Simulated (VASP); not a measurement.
# InP (I-4m2) in VASP: notebook

Runs on InP. Level: r2SCAN. Tasks: single point.

Everything below comes from runs of VASP 6.6.1. Logs are shortened: lines on timing, memory, paths and dates and some standing lists are left out, and cuts for length are marked.

## 1. The cell of the first run

It takes space group I-4m2 (No. 119, tetragonal). Conventional cell: a = 4.052 Å, b = 4.052 Å, c = 5.907 Å, α = 90.00°, β = 90.00°, γ = 90.00°. Within 3.3 Å of In (site symmetry -4m2) lie 4 P at 2.51 Å. P (site symmetry -4m2) has 4 In at 2.51 Å within 3.3 Å.

## 2. Single point, r2SCAN (strain -0.030 along x and y, +0.000 along z)

Contents of POSCAR:

```
InP
1.0
    0.0000000000      2.8649618471      2.9535689145
    2.8649618471      0.0000000000      2.9535689145
    2.8649618471      2.8649618471      0.0000000000
In P
1 1
Direct
    0.0000000000      0.0000000000      0.0000000000
    0.7500000000      0.7500000000      0.7500000000
```

Contents of INCAR.step1:

```
PREC     = Accurate       # precision mode
ENCUT    = 520            # plane-wave cutoff, eV
ISMEAR   = 0              # smearing method
SIGMA    = 0.05           # smearing width, eV
LREAL    = F              # projectors in reciprocal space
LASPH    = T              # aspherical terms in the spheres
NELM     = 60             # most SCF steps
NBANDS   = 16             # bands
GGA      = PE             # functional
ALGO     = Normal         # electronic algorithm
EDIFF    = 1E-4           # SCF threshold, eV
LWAVE    = T              # write WAVECAR
LCHARG   = F              # write CHGCAR
```

Contents of INCAR.step2:

```
PREC     = Accurate       # precision mode
ENCUT    = 520            # plane-wave cutoff, eV
EDIFF    = 1E-6           # SCF threshold, eV
ISMEAR   = 0              # smearing method
SIGMA    = 0.05           # smearing width, eV
LREAL    = F              # projectors in reciprocal space
LASPH    = T              # aspherical terms in the spheres
NELM     = 60             # most SCF steps
ALGO     = Normal         # electronic algorithm
ISIF     = 2              # what is computed and relaxed
LWAVE    = F              # write WAVECAR
LCHARG   = T              # write CHGCAR
METAGGA  = R2SCAN         # meta-GGA
LMIXTAU  = T            
LELF     = T              # ELF
LVHAR    = T            
NBANDS   = 16             # bands
ISTART   = 1
```

Contents of KPOINTS:

```
Automatic mesh
0
Gamma
  8 8 8
```

Potentials or basis: VASP PAW PBE potentials, release 64 (In_d, P).

The run is started by

```bash
> cat potpaw_PBE.64/In_d/POTCAR potpaw_PBE.64/P/POTCAR > POTCAR
> cp INCAR.step1 INCAR
> mpirun -np 1 vasp_std > vasp.out
> cp INCAR.step2 INCAR
> mpirun -np 1 vasp_std > vasp.out
```

OUTCAR:

```text
PREC = Accurate
   ENCUT = 520
   EDIFF = 1E-6
   ISMEAR = 0
   LREAL = F
   LASPH = T
   NELM = 60
   ISIF = 2
   METAGGA = R2SCAN
   ISTART = 1

 ion  position               nearest neighbor table
   1  0.000  0.000  0.000-   2 2.51   2 2.51   2 2.51   2 2.51
   2  0.750  0.750  0.750-   1 2.51   1 2.51   1 2.51   1 2.51

  LATTYP: Found a body centered tetragonal cell.
 ALAT       =     4.0516678999
 C/A-ratio  =     1.4579521261

  Lattice vectors:

 A1 = (  -2.8649618471,   0.0000000000,   2.9535689145)
 A2 = (   2.8649618471,   0.0000000000,   2.9535689145)
 A3 = (   0.0000000000,   2.8649618471,  -2.9535689145)

Analysis of symmetry for initial positions (statically):
=====================================================================
 Subroutine PRICEL returns:
 Original cell was already a primitive cell.

 Routine SETGRP: Setting up the symmetry group for a
 body centered tetragonal supercell.

 Subroutine GETGRP returns: Found  8 space group operations
 (whereof  8 operations were pure point group operations)
 out of a pool of 16 trial point group operations.

The static configuration has the point symmetry D_2d.

Analysis of symmetry for dynamics (positions and initial velocities):
=====================================================================
 Subroutine PRICEL returns:
 Original cell was already a primitive cell.

 Routine SETGRP: Setting up the symmetry group for a
 body centered tetragonal supercell.

 Subroutine GETGRP returns: Found  8 space group operations
 (whereof  8 operations were pure point group operations)
 out of a pool of 16 trial point group operations.

The dynamic configuration has the point symmetry D_2d.

 Subroutine INISYM returns: Found  8 space group operations
 (whereof  8 operations are pure point group operations),
 and found     1 'primitive' translations

----------------------------------------------------------------------------------------

                                     Primitive cell

  volume of cell :      48.4858

  direct lattice vectors                    reciprocal lattice vectors
     0.000000000  2.864961847  2.953568914    -0.174522394  0.174522394  0.169286722
     2.864961847  0.000000000  2.953568914     0.174522394 -0.174522394  0.169286722
     2.864961847  2.864961847  0.000000000     0.174522394  0.174522394 -0.169286722

  length of vectors
     4.114799596  4.114799596  4.051667900     0.299289369  0.299289369  0.299289369

  position of ions in fractional coordinates (direct lattice)
     0.000000000  0.000000000  0.000000000
     0.750000000  0.750000000  0.750000000

  ion indices of the primitive-cell ions
   primitive index   ion index
                 1           1
                 2           2

----------------------------------------------------------------------------------------

 KPOINTS: Automatic mesh

Automatic generation of k-mesh.
 Grid dimensions read from file:
 generate k-points for:    8    8    8

 Generating k-lattice:

  Cartesian coordinates                     Fractional coordinates (reciprocal lattice)
    -0.021815299  0.021815299  0.021160840     0.125000000  0.000000000  0.000000000
     0.021815299 -0.021815299  0.021160840     0.000000000  0.125000000  0.000000000
     0.021815299  0.021815299 -0.021160840     0.000000000  0.000000000  0.125000000

  Length of vectors
     0.037411171  0.037411171  0.037411171

  Shift w.r.t. Gamma in fractional coordinates (k-lattice)
     0.000000000  0.000000000  0.000000000

 Subroutine IBZKPT returns following result:
 ===========================================

 Found     59 irreducible k-points:

 Following reciprocal coordinates:
            Coordinates               Weight
  0.000000  0.000000  0.000000      1.000000
  0.125000 -0.000000  0.000000      8.000000
  0.250000 -0.000000  0.000000      8.000000
  0.375000 -0.000000  0.000000      8.000000
  0.500000 -0.000000  0.000000      4.000000
  0.125000  0.125000  0.000000      2.000000
[... 16 lines left out ...]
  0.250000 -0.000000  0.125000     16.000000
  0.375000 -0.000000  0.125000     16.000000
 [... further k-points ...]
   k-points           NKPTS =     59   k-points in BZ     NKDIM =     59   number of bands    NBANDS=     16
   number of dos      NEDOS =    301   number of ions     NIONS =      2
   total plane-waves  NPLWV =  30720
   dimension x,y,z NGX =    32 NGY =   32 NGZ =   30
   dimension x,y,z NGXF=    64 NGYF=   64 NGZF=   60
   ions per type =               1   1
   NGX,Y,Z   is equivalent  to a cutoff of  12.93, 12.93, 12.31 a.u.
   NGXF,Y,Z  is equivalent  to a cutoff of  25.86, 25.86, 24.62 a.u.
 SYSTEM =  unknown system
   PREC   = accura    normal or accurate (medium, high low for compatibility)
   ISTART =      1    job   : 0-new  1-cont  2-samecut
   ICHARG =      0    charge: 1-file 2-atom 10-const
   ISPIN  =      1    spin polarized calculation?
   LNONCOLLINEAR =      F non collinear calculations
   LSORBIT =      F    spin-orbit coupling
   LASPH  =      T    aspherical Exc in radial PAW
   ENCUT  =  520.0 eV  38.22 Ry    6.18 a.u.   7.65  7.65  7.53*2*pi/ulx,y,z
   NELM   =     60;   NELMIN=  2; NELMDL=  0     # of ELM steps
   EDIFF  = 0.1E-05   stopping-criterion for ELM
   LREAL  =      F    real-space projection
   EDIFFG = 0.1E-04   stopping-criterion for IOM
   NSW    =      0    number of steps for IOM
   IBRION =     -1    ionic relax: 0-MD 1-quasi-New 2-CG
   NFREE  =      0    steps in history (QN), initial steepest desc. (CG)
   ISIF   =      2    stress and relaxation
   ISYM   =      2    0-nonsym 1-usesym 2-fastsym
   POTIM  = 0.5000    time-step for ionic-motion
   TEBEG  =    0.0;   TEEND  =   0.0 temperature during run
   PSTRESS=    0.0 pullay stress
   NELECT =      18.0000    total number of electrons
   NUPDOWN=      -1.0000    fix difference up-down
   EMIN   =  10.00;   EMAX   =-10.00  energy-range for DOS
   EFERMI =   0.00;   METHOD = LEGACY
   ISMEAR =     0;   SIGMA  =   0.05  broadening in eV -4-tet -1-fermi 0-gaus
   EFERMI_NEDOS =   21; number of points for ismear=-14 and -15
   IALGO  =     38    algorithm
   IMIX   =      4    mixing-type and parameters
     AMIX     =   0.40;   BMIX     =  1.00
     AMIX_MAG =   1.60;   BMIX_MAG =  1.00
  volume/ion in A,a.u.               =      24.24       163.60
  Fermi-wavevector in a.u.,A,eV,Ry     =   1.176596  2.223444 18.835611  1.384378
  Thomas-Fermi vector in A             =   2.312957
   LORBIT       =      0    0 simple, 1 ext, 2 COOP (PROOUT), +10 PAW based schemes
   METAGGA = R2SCAN    functional components
   LHFCALC =     F    Hartree Fock is set to
   AEXX    =    0.0000 exact exchange contribution
   IVDW    =     0    specifies the selected vdW correction
   LEPSILON=     F    determine dielectric tensor
   LRPA    =     F    only Hartree local field effects (RPA)
 non-spin polarized calculation
 Gauss-broadening in eV      SIGMA  =   0.05
  energy-cutoff  :      520.00
  volume of cell :       48.49
 maximum number of plane-waves:      1320
   NGX = 15   NGY = 15   NGZ = 15

 number of electron      18.0000003 magnetization

 Free energy of the ion-electron system (eV)
  ---------------------------------------------------
  ext. energy  EPLUGINS =         0.00000000
  ---------------------------------------------------
  free energy    TOTEN  =       -32.25165952 eV

  energy without entropy =      -32.25165952  energy(sigma->0) =      -32.25165952

 E-fermi :   5.7173     XC(G=0): -10.0597

 val. band max:        5.4874345616   @ k =   0.0000   0.0000   0.0000
 cond. band min:       6.8162467708   @ k =   0.0000   0.0000   0.0000
 fundamental gap:      1.3288122093
 Fermi energy:         5.7173374048

 k-point     1 :       0.0000    0.0000    0.0000
  band No.  band energies     occupation
      1      -9.3111      2.00000
      2      -9.2969      2.00000
      3      -9.2969      2.00000
      4      -9.1027      2.00000
      5      -9.1002      2.00000
      6      -6.8363      2.00000
[... 8 lines left out ...]
     15      15.1695      0.00000
     16      15.6644      0.00000

 k-point     2 :       0.1250   -0.0000    0.0000
  band No.  band energies     occupation
      1      -9.3287      2.00000
      2      -9.2961      2.00000
      3      -9.2879      2.00000
      4      -9.1032      2.00000
      5      -9.0995      2.00000
      6      -6.6354      2.00000
[... 8 lines left out ...]
     15      14.9247      0.00000
     16      15.5746      0.00000

 k-point     3 :       0.2500   -0.0000    0.0000
  band No.  band energies     occupation
      1      -9.3856      2.00000
      2      -9.2770      2.00000
      3      -9.2683      2.00000
      4      -9.1020      2.00000
      5      -9.0946      2.00000
      6      -6.0769      2.00000
[... 8 lines left out ...]
     15      14.5862      0.00000
     16      15.2339      0.00000

 k-point     4 :       0.3750   -0.0000    0.0000
  band No.  band energies     occupation
      1      -9.4377      2.00000
      2      -9.2616      2.00000
      3      -9.2527      2.00000
      4      -9.0965      2.00000
      5      -9.0848      2.00000
      6      -5.3280      2.00000
[... 8 lines left out ...]
     15      15.5078      0.00000
     16      15.6560      0.00000
[... 324 lines left out ...]
 k-point    22 :       0.1250    0.0000    0.1250
  band No.  band energies     occupation
      1      -9.3416      2.00000
      2      -9.2918      2.00000
      3      -9.2799      2.00000
      4      -9.1103      2.00000
      5      -9.0940      2.00000
      6      -6.5647      2.00000
[... 8 lines left out ...]
     15      15.3800      0.00000
     16      16.0995      0.00000

 k-point    23 :       0.2500   -0.0000    0.1250
  band No.  band energies     occupation
      1      -9.3899      2.00000
      2      -9.2708      2.00000
      3      -9.2615      2.00000
      4      -9.1164      2.00000
      5      -9.0871      2.00000
      6      -6.1223      2.00000
[... 8 lines left out ...]
     15      15.3360      0.00000
     16      16.5847      0.00000

 k-point    24 :       0.3750   -0.0000    0.1250
  band No.  band energies     occupation
      1      -9.4375      2.00000
      2      -9.2540      2.00000
      3      -9.2454      2.00000
      4      -9.1137      2.00000
      5      -9.0799      2.00000
      6      -5.4205      2.00000
[... 8 lines left out ...]
     15      16.0037      0.00000
     16      16.3180      0.00000

 [... further k-points ...]
[... 5 lines left out ...]
  --------------------------------------------------------------------------------------
  -------------------------------------------------------------------------------------
  Total        1.5367288      1.5367288      1.1153805      0.0000000     -0.0000000      0.0000000
  in kB       50.7800371     50.7800371     36.8569019      0.0000000     -0.0000000      0.0000000
  external PRESSURE =      46.1389920 kB  Pullay stress =       0.0000000 kB

 VOLUME and BASIS-vectors are now :
 -----------------------------------------------------------------------------
  energy-cutoff  :      520.00
  volume of cell :       48.49
      direct lattice vectors                 reciprocal lattice vectors
     0.000000000  2.864961847  2.953568914    -0.174522394  0.174522394  0.169286722
     2.864961847  0.000000000  2.953568914     0.174522394 -0.174522394  0.169286722
     2.864961847  2.864961847  0.000000000     0.174522394  0.174522394 -0.169286722

 POSITION                                       TOTAL-FORCE (eV/Angst)
 -----------------------------------------------------------------------------------
      0.00000      0.00000      0.00000         0.000000      0.000000      0.000000
      4.29744      4.29744      4.43035        -0.000000     -0.000000      0.000000
 -----------------------------------------------------------------------------------
    total drift:                               -0.000029     -0.000029      0.000014

  FREE ENERGIE OF THE ION-ELECTRON SYSTEM (eV)
  ---------------------------------------------------
  free  energy   TOTEN  =       -32.2516595169 eV

  energy  without entropy=      -32.2516595169  energy(sigma->0) =      -32.25165952
```

Wall time 1.7 min (1 thread of Intel Xeon Platinum 8375C at 2.90GHz (Ice Lake), shared host); peak memory 0.2 GiB.

Results:

```yaml
Free_energy: -32.2517 eV
Pressure: 4.6 GPa
Band_gap_on_the_k_mesh: 1.33 eV
```

Stress tensor (GPa, compression positive):
```
5.08 0.00 0.00
0.00 5.08 0.00
0.00 0.00 3.69
```

Caveat: the cell differs from its parent crystal (strain -0.030 along x and y, +0.000 along z); the cell stands under pressure; the PAW data sets were made with another functional, which shifts forces and pressure a little; spin-orbit coupling is left out, which moves the levels of the heavy elements.

## 3. Single point, r2SCAN (strain -0.015 along x and y, -0.030 along z)

Contents of POSCAR:

```
InP
1.0
    0.0000000000      2.9092653808      2.8649618471
    2.9092653808      0.0000000000      2.8649618471
    2.9092653808      2.9092653808      0.0000000000
In P
1 1
Direct
    0.0000000000      0.0000000000      0.0000000000
    0.7500000000      0.7500000000      0.7500000000
```

Contents of INCAR.step1:

```
SYSTEM = InP
PREC     = Accurate       ! precision mode
ENCUT    = 520            ! plane-wave cutoff, eV
ISMEAR   = 0              ! smearing method
SIGMA    = 0.05           ! smearing width, eV
LREAL    = .FALSE.        ! projectors in reciprocal space
LASPH    = .TRUE.         ! aspherical terms in the spheres
NELM     = 100            ! most SCF steps
NBANDS   = 16             ! bands
GGA      = PE             ! functional
ALGO     = Normal         ! electronic algorithm
EDIFF    = 1E-4           ! SCF threshold, eV
LWAVE    = .TRUE.         ! write WAVECAR
LCHARG   = .FALSE.        ! write CHGCAR
```

Contents of INCAR.step2:

```
SYSTEM = InP
PREC     = Accurate       ! precision mode
ENCUT    = 520            ! plane-wave cutoff, eV
EDIFF    = 1E-6           ! SCF threshold, eV
ISMEAR   = 0              ! smearing method
SIGMA    = 0.05           ! smearing width, eV
LREAL    = .FALSE.        ! projectors in reciprocal space
LASPH    = .TRUE.         ! aspherical terms in the spheres
NELM     = 100            ! most SCF steps
ALGO     = Normal         ! electronic algorithm
ISIF     = 2              ! what is computed and relaxed
LWAVE    = .FALSE.        ! write WAVECAR
LCHARG   = .FALSE.        ! write CHGCAR
METAGGA  = R2SCAN         ! meta-GGA
LMIXTAU  = .TRUE.       
NBANDS   = 16             ! bands
ISTART   = 1
```

Contents of KPOINTS:

```
regular mesh
0
G
  8 8 8
  0 0 0
```

Potentials or basis: VASP PAW PBE potentials, release 64 (In_d, P).

The run is started by

```bash
> cat potpaw_PBE.64/In_d/POTCAR potpaw_PBE.64/P/POTCAR > POTCAR
> cp INCAR.step1 INCAR
> mpirun -np 1 vasp_std > vasp.out
> cp INCAR.step2 INCAR
> mpirun -np 1 vasp_std > vasp.out
```

Wall time 2 min (1 thread of Intel Xeon Platinum 8375C at 2.90GHz (Ice Lake), shared host); peak memory 0.2 GiB.

The run converged. Its results:

```yaml
Free_energy: -32.2552 eV
Pressure: 4.6 GPa
Band_gap_on_the_k_mesh: 1.33 eV
```

Stress tensor (GPa, compression positive):
```
4.40 0.00 0.00
0.00 4.40 0.00
0.00 0.00 5.04
```

Levels at points of the mesh, in eV from the valence-band top:
```
           k point  band 7  band 8  band 9  band 10  band 11  band 12
(0.00, 0.00, 0.00)   -0.08   -0.08    0.00     1.33     4.37     4.40
(0.50, 0.00, 0.00)   -6.14   -1.17   -1.06     1.91     5.05     5.17
(0.50, 0.50, 0.00)   -6.03   -2.66   -2.66     1.83     2.39    10.21
(0.50, 0.00, 0.50)   -6.14   -2.57   -2.56     1.92     2.54    10.04
```

Caveat: the cell differs from its parent crystal (strain -0.015 along x and y, -0.030 along z); the cell stands under pressure; the PAW data sets were made with another functional, which shifts forces and pressure a little; spin-orbit coupling is left out, which moves the levels of the heavy elements.

## 4. Single point, r2SCAN (strain -0.030 along x and y, +0.015 along z)

Contents of POSCAR:

```
InP
1.0
    0.0000000000      2.8649618471      2.9978724482
    2.8649618471      0.0000000000      2.9978724482
    2.8649618471      2.8649618471      0.0000000000
In P
1 1
Direct
    0.0000000000      0.0000000000      0.0000000000
    0.7500000000      0.7500000000      0.7500000000
```

Contents of INCAR.step1:

```
SYSTEM = InP
PREC     = Accurate       ! precision mode
ENCUT    = 520            ! plane-wave cutoff, eV
ISMEAR   = 0              ! smearing method
SIGMA    = 0.05           ! smearing width, eV
LREAL    = .False.        ! projectors in reciprocal space
LASPH    = .True.         ! aspherical terms in the spheres
NELM     = 60             ! most SCF steps
NBANDS   = 16             ! bands
GGA      = PE             ! functional
ALGO     = Normal         ! electronic algorithm
EDIFF    = 1E-4           ! SCF threshold, eV
LWAVE    = .True.         ! write WAVECAR
LCHARG   = .False.        ! write CHGCAR
```

Contents of INCAR.step2:

```
SYSTEM = InP
PREC     = Accurate       ! precision mode
ENCUT    = 520            ! plane-wave cutoff, eV
EDIFF    = 1E-6           ! SCF threshold, eV
ISMEAR   = 0              ! smearing method
SIGMA    = 0.05           ! smearing width, eV
LREAL    = .False.        ! projectors in reciprocal space
LASPH    = .True.         ! aspherical terms in the spheres
NELM     = 60             ! most SCF steps
ALGO     = Normal         ! electronic algorithm
ISIF     = 2              ! what is computed and relaxed
LWAVE    = .False.        ! write WAVECAR
LCHARG   = .True.         ! write CHGCAR
METAGGA  = R2SCAN         ! meta-GGA
LMIXTAU  = .True.       
LELF     = .True.         ! ELF
LVHAR    = .True.       
NBANDS   = 16             ! bands
ISTART   = 1
```

Contents of KPOINTS:

```
Automatic mesh
0
Gamma
  8 8 8
  0 0 0
```

The run is started by

```bash
> cat potpaw_PBE.64/In_d/POTCAR potpaw_PBE.64/P/POTCAR > POTCAR
> cp INCAR.step1 INCAR
> mpirun -np 1 vasp_std > vasp.out
> cp INCAR.step2 INCAR
> mpirun -np 1 vasp_std > vasp.out
```

Wall time 1.7 min (1 thread of Intel Xeon Platinum 8375C at 2.90GHz (Ice Lake), shared host); peak memory 0.2 GiB.

It converged, with:

| Property | Result |
| --- | --- |
| Free energy | -32.2644 eV |
| Pressure | 3.3 GPa |
| Band gap on the k mesh | 1.21 eV |

Stress tensor (GPa, compression positive):
```
4.03 0.00 0.00
0.00 4.03 0.00
0.00 0.00 1.85
```

Levels at points of the mesh, in eV from the valence-band top:
| k point | band 7 | band 8 | band 9 | band 10 | band 11 | band 12 |
| --- | --- | --- | --- | --- | --- | --- |
| (0.00, 0.00, 0.00) | -0.25 | 0.00 | 0.00 | 1.21 | 4.35 | 4.35 |
| (0.50, 0.00, 0.00) | -6.08 | -1.29 | -0.96 | 1.81 | 4.96 | 5.25 |
| (0.50, 0.50, 0.00) | -6.26 | -2.38 | -2.38 | 2.08 | 2.76 | 9.63 |
| (0.50, 0.00, 0.50) | -5.96 | -2.67 | -2.64 | 1.80 | 2.33 | 10.09 |

Caveat: the cell differs from its parent crystal (strain -0.030 along x and y, +0.015 along z); the cell stands under pressure; the PAW data sets were made with another functional, which shifts forces and pressure a little; spin-orbit coupling is left out, which moves the levels of the heavy elements.

[end of part 1 of 2]
